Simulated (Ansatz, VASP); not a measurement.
**Two plane-wave programs on TiSi**

```
Ti Si
1.0
     3.88886    0.00000    0.00000
     0.00000    8.18485    0.00000
     0.00000    0.00000    4.14290
Ti Si
4 4
Direct
  0.00000 0.50000 0.05075
  0.50000 0.50000 0.55075
  0.50000 0.00000 0.55075
  0.00000 0.00000 0.05075
  0.00000 0.75000 0.55075
  0.00000 0.25000 0.55075
  0.50000 0.25000 0.05075
  0.50000 0.75000 0.05075
```

Change from the starting cell: strain +0.080 along x and y, +0.000 along z, atoms carried along.

Alike in both runs: task single point; functional PBEsol; k mesh 12 × 6 × 10; occupations gaussian, width 0.15 eV; no spin polarisation.

|  | VASP | Ansatz |
| --- | --- | --- |
| version | VASP 6.6.1 | Ansatz 0.2.0 |
| potentials or method | VASP PAW PBE potentials, release 64 (Ti_sv, Si), cutoff 520 eV | scalar-relativistic, plane waves, PAW |
| valence electrons in the cell | 64 | 64 |

```csv
,VASP,Ansatz,Ansatz less VASP
gap on the k mesh at the Fermi level (eV),none,none,-
pressure (GPa),-17.1,-17.1,-0.06
"traceless stress, the component that is largest in VASP (GPa)",-3.92,-3.97,-0.050
```

VASP's potentials were made for PBE, not for PBEsol. A gap of «none» marks a metal or a gap that the smearing closes. With one functional, cell and mesh, what is left measures potentials, basis and numerics.
